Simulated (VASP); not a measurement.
Runs of VASP 6.6.1 on GaN. The structure is that of space group P6_3mc (No. 186), or close to it. The cells are those of the table. 

```tsv
cell	gap on the mesh (eV)	pressure (GPa)	largest force (eV/Å)
a = 3.132, b = 3.168, c = 5.166 Å, angles 90.0, 90.0, 119.6°, 4 atoms	(c)	10.5	0.16
a = 2.989, b = 3.133, c = 5.166 Å, angles 90.0, 90.0, 118.5°, 4 atoms	2.07	22.2	0.86
a = 3.228, b = 3.192, c = 5.166 Å, angles 90.0, 90.0, 120.4°, 4 atoms	1.86	4.5	0.25
a = 3.037, b = 3.145, c = 5.166 Å, angles 90.0, 90.0, 118.9°, 4 atoms	2.07	(a)	0.58
a = 3.085, b = 3.156, c = 5.166 Å, angles 90.0, 90.0, 119.3°, 4 atoms	2.05	(b)	0.35
```

Alike in all rows: task single point; level PBE; potentials or basis VASP PAW PBE potentials, release 64 (Ga_d, N); no spin polarisation; k mesh 12 × 12 × 6; cutoff (eV) 520; smearing gaussian 0.05 eV.

Task: Fill in the values left out.

Result: (a) 17.9; (b) 14.0; (c) 2.02.

Caveats: the cell stands under pressure.

A k mesh can miss the band edges, and the runs leave out spin-orbit coupling on Ga.
